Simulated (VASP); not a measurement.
# AlGa3As4 (P-4m2) in VASP: further runs

AlGa3As4 is run at these levels: PBE; tasks: single point, relaxation of cell and atoms.

Everything below comes from runs of VASP 6.6.1. Logs are shortened: lines on timing, memory, paths and dates and some standing lists are left out, and cuts for length are marked.

### 1 The cell of the first run

It takes space group P-4m2 (No. 115, tetragonal). The conventional cell has a = 3.892 Å, b = 3.892 Å, c = 11.008 Å, α = 90.00°, β = 90.00°, γ = 90.00°. Within 3.1 Å of Al (site symmetry -4m2) lie 4 As at 2.38 Å. Within 3.1 Å of Ga (site symmetry 2mm) lie 4 As at 2.38 Å. Ga (site symmetry -4m2) has 4 As at 2.38 Å within 3.1 Å. As (site symmetry 2mm) has 4 Ga at 2.38 Å within 3.1 Å. Within 3.1 Å of As (site symmetry 2mm) lie 2 Ga at 2.38 Å and 2 Al at 2.38 Å.

### 2 Single point, PBE

Input file INCAR:

```
ALGO = Normal
EDIFF = 1E-6
ENCUT = 520
GGA = PE
ISIF = 2
ISMEAR = 0
LASPH = True
LCHARG = False
LREAL = False
LWAVE = False
NBANDS = 41
NELM = 100
PREC = Accurate
SIGMA = 0.1
```

Input file KPOINTS:

```
k-points
0
Gamma
  4 4 2
```

Input file POSCAR:

```
AlGa3As4
1.0
    3.8919921500      0.0000000000      0.0000000000
    0.0000000000      3.8919921500      0.0000000000
    0.0000000000      0.0000000000     11.0082161600
Al Ga As
1 3 4
Direct
    0.5000000000      0.5000000000      0.5000000000
    0.0000000000      0.0000000000      0.7500000000
    0.5000000000      0.5000000000      0.0000000000
    0.0000000000      0.0000000000      0.2500000000
    0.5000000000      0.0000000000      0.8750000000
    0.0000000000      0.5000000000      0.1250000000
    0.5000000000      0.0000000000      0.3750000000
    0.0000000000      0.5000000000      0.6250000000
```

Potentials or basis: VASP PAW PBE potentials, release 64 (Al, Ga_d, As).

On the command line:

```bash
cat potpaw_PBE.64/Al/POTCAR potpaw_PBE.64/Ga_d/POTCAR potpaw_PBE.64/As/POTCAR > POTCAR
mpirun -np 1 vasp_std > vasp.out
```

OUTCAR:

```text
EDIFF = 1E-6
   ENCUT = 520
   GGA = PE
   ISIF = 2
   ISMEAR = 0
   LASPH = True
   LREAL = False
   NELM = 100
   PREC = Accurate

 ion  position               nearest neighbor table
   1  0.500  0.500  0.500-   7 2.38   8 2.38   7 2.38   8 2.38
   2  0.000  0.000  0.750-   5 2.38   8 2.38   8 2.38   5 2.38
   3  0.500  0.500  0.000-   5 2.38   6 2.38   5 2.38   6 2.38
   4  0.000  0.000  0.250-   6 2.38   7 2.38   6 2.38   7 2.38
   5  0.500  0.000  0.875-   2 2.38   3 2.38   3 2.38   2 2.38
   6  0.000  0.500  0.125-   3 2.38   4 2.38   4 2.38   3 2.38
   7  0.500  0.000  0.375-   1 2.38   4 2.38   1 2.38   4 2.38
   8  0.000  0.500  0.625-   1 2.38   2 2.38   2 2.38   1 2.38

  LATTYP: Found a simple tetragonal cell.
 ALAT       =     3.8919921500
 C/A-ratio  =     2.8284271231

  Lattice vectors:

 A1 = (   3.8919921500,   0.0000000000,   0.0000000000)
 A2 = (   0.0000000000,   3.8919921500,   0.0000000000)
 A3 = (   0.0000000000,   0.0000000000,  11.0082161600)

Analysis of symmetry for initial positions (statically):
=====================================================================
 Subroutine PRICEL returns:
 Original cell was already a primitive cell.

 Routine SETGRP: Setting up the symmetry group for a
 simple tetragonal supercell.

 Subroutine GETGRP returns: Found  8 space group operations
 (whereof  8 operations were pure point group operations)
 out of a pool of 16 trial point group operations.

The static configuration has the point symmetry D_2d.

Analysis of symmetry for dynamics (positions and initial velocities):
=====================================================================
 Subroutine PRICEL returns:
 Original cell was already a primitive cell.

 Routine SETGRP: Setting up the symmetry group for a
 simple tetragonal supercell.

 Subroutine GETGRP returns: Found  8 space group operations
 (whereof  8 operations were pure point group operations)
 out of a pool of 16 trial point group operations.

The dynamic configuration has the point symmetry D_2d.

 Subroutine INISYM returns: Found  8 space group operations
 (whereof  8 operations are pure point group operations),
 and found     1 'primitive' translations

----------------------------------------------------------------------------------------

                                     Primitive cell

  volume of cell :     166.7481

  direct lattice vectors                    reciprocal lattice vectors
     3.891992150  0.000000000  0.000000000     0.256937826  0.000000000  0.000000000
     0.000000000  3.891992150  0.000000000     0.000000000  0.256937826  0.000000000
     0.000000000  0.000000000 11.008216160     0.000000000  0.000000000  0.090841239

  length of vectors
     3.891992150  3.891992150 11.008216160     0.256937826  0.256937826  0.090841239

  position of ions in fractional coordinates (direct lattice)
     0.500000000  0.500000000  0.500000000
     0.000000000  0.000000000  0.750000000
     0.500000000  0.500000000  0.000000000
     0.000000000  0.000000000  0.250000000
     0.500000000  0.000000000  0.875000000
     0.000000000  0.500000000  0.125000000
     0.500000000  0.000000000  0.375000000
     0.000000000  0.500000000  0.625000000

  ion indices of the primitive-cell ions
   primitive index   ion index
                 1           1
                 2           2
                 3           3
                 4           4
                 5           5
                 6           6
                 7           7
                 8           8

----------------------------------------------------------------------------------------

 KPOINTS: k-points

Automatic generation of k-mesh.
 Grid dimensions read from file:
 generate k-points for:    4    4    2

 Generating k-lattice:

  Cartesian coordinates                     Fractional coordinates (reciprocal lattice)
     0.064234456  0.000000000  0.000000000     0.250000000  0.000000000  0.000000000
     0.000000000  0.064234456  0.000000000     0.000000000  0.250000000  0.000000000
     0.000000000  0.000000000  0.045420620     0.000000000  0.000000000  0.500000000

  Length of vectors
     0.064234456  0.064234456  0.045420620

  Shift w.r.t. Gamma in fractional coordinates (k-lattice)
     0.000000000  0.000000000  0.000000000

 Subroutine IBZKPT returns following result:
 ===========================================

 Found     12 irreducible k-points:

 Following reciprocal coordinates:
            Coordinates               Weight
  0.000000  0.000000  0.000000      1.000000
  0.250000  0.000000  0.000000      4.000000
  0.500000  0.000000  0.000000      2.000000
  0.250000  0.250000  0.000000      4.000000
  0.500000  0.250000  0.000000      4.000000
  0.500000  0.500000  0.000000      1.000000
  0.000000  0.000000  0.500000      1.000000
  0.250000  0.000000  0.500000      4.000000
  0.500000  0.000000  0.500000      2.000000
  0.250000  0.250000  0.500000      4.000000
  0.500000  0.250000  0.500000      4.000000
  0.500000  0.500000  0.500000      1.000000
   k-points           NKPTS =     12   k-points in BZ     NKDIM =     12   number of bands    NBANDS=     41
   number of dos      NEDOS =    301   number of ions     NIONS =      8
   total plane-waves  NPLWV =  75600
   dimension x,y,z NGX =    30 NGY =   30 NGZ =   84
   dimension x,y,z NGXF=    60 NGYF=   60 NGZF=  168
   ions per type =               1   3   4
   NGX,Y,Z   is equivalent  to a cutoff of  12.81, 12.81, 12.69 a.u.
   NGXF,Y,Z  is equivalent  to a cutoff of  25.63, 25.63, 25.37 a.u.
 SYSTEM =  unknown system
   PREC   = accura    normal or accurate (medium, high low for compatibility)
   ISTART =      0    job   : 0-new  1-cont  2-samecut
   ICHARG =      2    charge: 1-file 2-atom 10-const
   ISPIN  =      1    spin polarized calculation?
   LNONCOLLINEAR =      F non collinear calculations
   LSORBIT =      F    spin-orbit coupling
   LASPH  =      T    aspherical Exc in radial PAW
   ENCUT  =  520.0 eV  38.22 Ry    6.18 a.u.   7.24  7.24 20.47*2*pi/ulx,y,z
   NELM   =    100;   NELMIN=  2; NELMDL= -5     # of ELM steps
   EDIFF  = 0.1E-05   stopping-criterion for ELM
   LREAL  =      F    real-space projection
   EDIFFG = 0.1E-04   stopping-criterion for IOM
   NSW    =      0    number of steps for IOM
   IBRION =     -1    ionic relax: 0-MD 1-quasi-New 2-CG
   NFREE  =      0    steps in history (QN), initial steepest desc. (CG)
   ISIF   =      2    stress and relaxation
   ISYM   =      2    0-nonsym 1-usesym 2-fastsym
   POTIM  = 0.5000    time-step for ionic-motion
   TEBEG  =    0.0;   TEEND  =   0.0 temperature during run
   PSTRESS=    0.0 pullay stress
   NELECT =      62.0000    total number of electrons
   NUPDOWN=      -1.0000    fix difference up-down
   EMIN   =  10.00;   EMAX   =-10.00  energy-range for DOS
   EFERMI =   0.00;   METHOD = LEGACY
   ISMEAR =     0;   SIGMA  =   0.10  broadening in eV -4-tet -1-fermi 0-gaus
   EFERMI_NEDOS =   21; number of points for ismear=-14 and -15
   IALGO  =     38    algorithm
   IMIX   =      4    mixing-type and parameters
     AMIX     =   0.40;   BMIX     =  1.00
     AMIX_MAG =   1.60;   BMIX_MAG =  1.00
  volume/ion in A,a.u.               =      20.84       140.66
  Fermi-wavevector in a.u.,A,eV,Ry     =   1.177204  2.224593 18.855084  1.385810
  Thomas-Fermi vector in A             =   2.313555
   LORBIT       =      0    0 simple, 1 ext, 2 COOP (PROOUT), +10 PAW based schemes
   GGA     = PE    functional components
   LHFCALC =     F    Hartree Fock is set to
   AEXX    =    0.0000 exact exchange contribution
   IVDW    =     0    specifies the selected vdW correction
   LEPSILON=     F    determine dielectric tensor
   LRPA    =     F    only Hartree local field effects (RPA)
 non-spin polarized calculation
 Gauss-broadening in eV      SIGMA  =   0.10
  energy-cutoff  :      520.00
  volume of cell :      166.75
 maximum number of plane-waves:      4524
 NGX is ok and might be reduce to    30
   NGX = 15   NGY = 15   NGZ = 41

 number of electron      61.9999961 magnetization

 Free energy of the ion-electron system (eV)
  ---------------------------------------------------
  ext. energy  EPLUGINS =         0.00000000
  ---------------------------------------------------
  free energy    TOTEN  =       -33.27690359 eV

  energy without entropy =      -33.27690359  energy(sigma->0) =      -33.27690359

 E-fermi :   5.2172     XC(G=0):  -9.8016

 val. band max:        4.7228287533   @ k =   0.0000   0.0000   0.0000
 cond. band min:       5.9851469440   @ k =   0.5000   0.5000   0.0000
 fundamental gap:      1.2623181907
 Fermi energy:         5.2171886877

 k-point     1 :       0.0000    0.0000    0.0000
  band No.  band energies     occupation
      1     -10.2772      2.00000
      2     -10.2470      2.00000
      3     -10.1725      2.00000
      4     -10.1491      2.00000
      5     -10.1491      2.00000
      6     -10.1371      2.00000
[... 33 lines left out ...]
     40       8.6131      0.00000
     41       8.6151      0.00000

 k-point     2 :       0.2500    0.0000    0.0000
  band No.  band energies     occupation
      1     -10.2685      2.00000
      2     -10.2455      2.00000
      3     -10.1935      2.00000
      4     -10.1747      2.00000
      5     -10.1432      2.00000
      6     -10.1372      2.00000
[... 33 lines left out ...]
     40       9.6660      0.00000
     41      10.3700      0.00000

 k-point     3 :       0.5000    0.0000    0.0000
  band No.  band energies     occupation
      1     -10.2633      2.00000
      2     -10.2548      2.00000
      3     -10.2260      2.00000
      4     -10.1821      2.00000
      5     -10.1377      2.00000
      6     -10.1344      2.00000
[... 347 lines left out ...]
      2     -10.2727      2.00000
      3     -10.2202      2.00000
      4     -10.1951      2.00000
      5     -10.1230      2.00000
      6     -10.1196      2.00000
[... 33 lines left out ...]
     40      11.0593      0.00000
     41      11.1908      0.00000

 k-point    12 :       0.5000    0.5000    0.5000
  band No.  band energies     occupation
      1     -10.2914      2.00000
      2     -10.2914      2.00000
      3     -10.2140      2.00000
      4     -10.2140      2.00000
      5     -10.1017      2.00000
      6     -10.0992      2.00000
[... 33 lines left out ...]
     40      13.1275      0.00000
     41      13.1570      0.00000

------------------------ aborting loop because EDIFF is reached ----------------------------------------

  FORCE on cell =-STRESS in cart. coord.  units (eV):
  Direction    XX          YY          ZZ          XY          YZ          ZX
  --------------------------------------------------------------------------------------
  -------------------------------------------------------------------------------------
  Total       11.8188325     11.8188325     10.5352902      0.0000000     -0.0000000      0.0000000
  in kB      113.5597168    113.5597168    101.2269668      0.0000000     -0.0000000      0.0000000
  external PRESSURE =     109.4488001 kB  Pullay stress =       0.0000000 kB

 VOLUME and BASIS-vectors are now :
 -----------------------------------------------------------------------------
  energy-cutoff  :      520.00
  volume of cell :      166.75
      direct lattice vectors                 reciprocal lattice vectors
     3.891992150  0.000000000  0.000000000     0.256937826  0.000000000  0.000000000
     0.000000000  3.891992150  0.000000000     0.000000000  0.256937826  0.000000000
     0.000000000  0.000000000 11.008216160     0.000000000  0.000000000  0.090841239

 POSITION                                       TOTAL-FORCE (eV/Angst)
 -----------------------------------------------------------------------------------
      1.94600      1.94600      5.50411        -0.000000      0.000000      0.000000
      0.00000      0.00000      8.25616         0.000000      0.000000      0.040680
      1.94600      1.94600      0.00000        -0.000000     -0.000000      0.000000
      0.00000      0.00000      2.75205        -0.000000      0.000000     -0.040680
      1.94600      0.00000      9.63219        -0.000000      0.000000      0.014921
      0.00000      1.94600      1.37603        -0.000000      0.000000     -0.014921
      1.94600      0.00000      4.12808        -0.000000      0.000000      0.115799
      0.00000      1.94600      6.88014        -0.000000      0.000000     -0.115799
 -----------------------------------------------------------------------------------
    total drift:                                0.000000      0.000000      0.000000

  FREE ENERGIE OF THE ION-ELECTRON SYSTEM (eV)
  ---------------------------------------------------
  free  energy   TOTEN  =       -33.2769035881 eV

  energy  without entropy=      -33.2769035881  energy(sigma->0) =      -33.27690359
```

Run time: 3.2 min. Hardware: 1 thread of Intel Xeon 8259CL, shared host; peak memory 0.29 GiB.

Results:

```
Free energy            : -33.2769 eV
Pressure               : 10.9 GPa
Largest force          : 0.116 eV/Å
Band gap on the k mesh : 1.26 eV (least direct gap 1.29 eV)
```

Forces in eV/Å, atoms in the order of the input:
```
Al   0.000  0.000  0.000
Ga   0.000  0.000  0.041
Ga   0.000  0.000  0.000
Ga   0.000  0.000 -0.041
As   0.000  0.000  0.015
As   0.000  0.000 -0.015
As   0.000  0.000  0.116
As   0.000  0.000 -0.116
```

Caveat: the cell stands under pressure. A k mesh can miss the band edges.

### 3 Single point, PBE

This run uses another cell than the first one, of 23.54 Å³/atom.

Input file INCAR:

```
SYSTEM = AlGa3As4
PREC     = Accurate       ! precision mode
ENCUT    = 520            ! plane-wave cutoff, eV
EDIFF    = 1E-7           ! SCF threshold, eV
ISMEAR   = 0              ! smearing method
SIGMA    = 0.1            ! smearing width, eV
LREAL    = .FALSE.        ! projectors in reciprocal space
LASPH    = .TRUE.         ! aspherical terms in the spheres
NELM     = 60             ! most SCF steps
ALGO     = Normal         ! electronic algorithm
ISIF     = 2              ! what is computed and relaxed
LWAVE    = .FALSE.        ! write WAVECAR
LCHARG   = .TRUE.         ! write CHGCAR
GGA      = PE             ! functional
LELF     = .TRUE.         ! ELF
LVHAR    = .TRUE.       
NBANDS   = 41             ! bands
```

Input file KPOINTS:

```
regular mesh
0
G
  4 4 2
  0 0 0
```

Input file POSCAR:

```
AlGa3As4
1.0
    4.0735002100      0.0000000000      0.0000000000
    0.0000000000      4.0735002100      0.0000000000
    0.0000000000      0.0000000000     11.3510136064
Al Ga As
1 3 4
Direct
    0.5000000000      0.5000000000      0.5000000000
    0.0000000000      0.0000000000      0.7496575551
    0.5000000000      0.5000000000      0.0000000000
    0.0000000000      0.0000000000      0.2503424449
    0.5000000000      0.0000000000      0.8748864598
    0.0000000000      0.5000000000      0.1251135402
    0.5000000000      0.0000000000      0.3761248823
    0.0000000000      0.5000000000      0.6238751177
```

Potentials or basis: VASP PAW PBE potentials, release 64 (Al, Ga_d, As).

On the command line:

```bash
cat potpaw_PBE.64/Al/POTCAR potpaw_PBE.64/Ga_d/POTCAR potpaw_PBE.64/As/POTCAR > POTCAR
mpirun -np 1 vasp_std > vasp.out
```

It took 3.3 min on 1 thread of Intel Xeon 8259CL, shared host; peak memory 0.3 GiB.

The run converged. Its results:

```yaml
Free_energy: -33.9834 eV
Pressure: 0.5 GPa
Largest_force: 0.005 eV/Å
Band_gap_on_the_k_mesh: 0.53 eV
```

Forces in eV/Å, atoms in the order of the input:
```
Al   0.000  0.000  0.000
Ga   0.000  0.000  0.005
Ga   0.000  0.000  0.000
Ga   0.000  0.000 -0.005
As   0.000  0.000 -0.001
As   0.000  0.000  0.001
As   0.000  0.000  0.003
As   0.000  0.000 -0.003
```

Stress tensor (GPa, compression positive):
```
0.55 0.00 0.00
0.00 0.55 0.00
0.00 0.00 0.40
```

Levels at points of the mesh, in eV from the valence-band top:
| k point | band 29 | band 30 | band 31 | band 32 | band 33 | band 34 |
| --- | --- | --- | --- | --- | --- | --- |
| (0.00, 0.00, 0.00) | -0.05 | -0.05 | 0.00 | 0.53 | 1.44 | 1.69 |
| (0.50, 0.00, 0.00) | -1.06 | -1.01 | -0.96 | 0.90 | 1.31 | 2.65 |
| (0.50, 0.50, 0.00) | -2.43 | -2.42 | -2.41 | 1.51 | 1.51 | 1.58 |
| (0.00, 0.00, 0.50) | -0.72 | -0.56 | -0.56 | 1.35 | 1.56 | 2.10 |
| (0.50, 0.00, 0.50) | -1.12 | -1.09 | -1.09 | 1.95 | 2.01 | 2.04 |
| (0.50, 0.50, 0.50) | -2.80 | -2.77 | -2.77 | 2.46 | 2.46 | 2.58 |

### 4 Relaxation of cell and atoms, PBE

Input file INCAR:

```
SYSTEM = AlGa3As4
PREC = Accurate
ENCUT = 600
EDIFF = 1E-6
ISMEAR = 0
SIGMA = 0.1
LREAL = .False.
LASPH = .True.
NELM = 80
ALGO = Normal
ISIF = 3
LWAVE = .False.
LCHARG = .False.
GGA = PE
IBRION = 2
NSW = 90
EDIFFG = -0.04
```

Input file KPOINTS:

```
regular mesh
0
Gamma
  4 4 2
  0 0 0
```

Input file POSCAR:

```
AlGa3As4
1.0
    3.8919921500      0.0000000000      0.0000000000
    0.0000000000      3.8919921500      0.0000000000
    0.0000000000      0.0000000000     11.0082161600
Al Ga As
1 3 4
Direct
    0.5000000000      0.5000000000      0.5000000000
    0.0000000000      0.0000000000      0.7500000000
    0.5000000000      0.5000000000      0.0000000000
    0.0000000000      0.0000000000      0.2500000000
    0.5000000000      0.0000000000      0.8750000000
    0.0000000000      0.5000000000      0.1250000000
    0.5000000000      0.0000000000      0.3750000000
    0.0000000000      0.5000000000      0.6250000000
```

On the command line:

```bash
cat potpaw_PBE.64/Al/POTCAR potpaw_PBE.64/Ga_d/POTCAR potpaw_PBE.64/As/POTCAR > POTCAR
mpirun -np 1 vasp_std > vasp.out
```

Run time: 8.4 min. Hardware: 1 thread of Intel Xeon 8259CL, shared host; peak memory 0.35 GiB.

It converged, with:

* Free energy: -33.9830 eV
* Relaxed volume: 23.67 Å³/atom
* Relaxed cell: a = 4.081 Å, b = 4.081 Å, c = 11.369 Å, α = 90.00°, β = 90.00°, γ = 90.00°
* Space group after relaxing (to 0.1 Å): P-4m2 (No. 115)
* Energy gained by relaxing: 88.3 meV/atom
* Ionic steps: 6
* Pressure after relaxing: 0.1 GPa
* Largest force after relaxing: 0.031 eV/Å
* Band gap on the k mesh: 0.49 eV

Forces on the atoms (eV/Å):
```
Al   0.000  0.000  0.000
Ga   0.000  0.000 -0.031
Ga   0.000  0.000  0.000
Ga   0.000  0.000  0.031
As   0.000  0.000 -0.003
As   0.000  0.000  0.003
As   0.000  0.000  0.000
As   0.000  0.000  0.000
```

Stress tensor (GPa, compression positive):
```
0.19 0.00 0.00
0.00 0.19 0.00
0.00 0.00 0.07
```

The path:
```
step  energy change (eV)  largest force (eV/Å)  pressure (GPa)  volume (Å³)
   1              0.0000                0.1157           10.93       166.75
   2             -0.5403                0.0576           -3.47       203.45
   3             -0.7028                0.0708           -0.03       189.88
   4             -0.7025                0.0713            0.17       189.40
   5             -0.7050                0.0396            0.15       189.38
   6             -0.7064                0.0314            0.15       189.36
```

Final structure:
```
Al Ga As
1.0
     4.08112    0.00000    0.00000
     0.00000    4.08112    0.00000
     0.00000    0.00000   11.36890
Al Ga As
1 3 4
Direct
  0.50000 0.50000 0.50000
  0.00000 0.00000 0.75011
  0.50000 0.50000 0.00000
  0.00000 0.00000 0.24989
  0.50000 0.00000 0.87510
  0.00000 0.50000 0.12490
  0.50000 0.00000 0.37595
  0.00000 0.50000 0.62405
```

Levels at points of the mesh, in eV from the valence-band top:
| k point | band 28 | band 29 | band 30 | band 31 | band 32 | band 33 | band 34 | band 35 |
| --- | --- | --- | --- | --- | --- | --- | --- | --- |
| (0.00, 0.00, 0.00) | -1.54 | -0.05 | -0.05 | 0.00 | 0.49 | 1.45 | 1.68 | 1.94 |
| (0.50, 0.00, 0.00) | -1.09 | -1.05 | -1.00 | -0.95 | 0.88 | 1.29 | 2.63 | 2.82 |
| (0.50, 0.50, 0.00) | -2.41 | -2.41 | -2.41 | -2.39 | 1.52 | 1.52 | 1.58 | 2.06 |
| (0.00, 0.00, 0.50) | -0.71 | -0.71 | -0.56 | -0.56 | 1.35 | 1.56 | 2.07 | 2.23 |
| (0.50, 0.00, 0.50) | -1.22 | -1.11 | -1.10 | -1.09 | 1.93 | 1.99 | 2.02 | 2.56 |
| (0.50, 0.50, 0.50) | -2.78 | -2.78 | -2.75 | -2.75 | 2.47 | 2.47 | 2.57 | 2.72 |

A k mesh can miss the band edges.

(Part 1 of 2 ends here.)
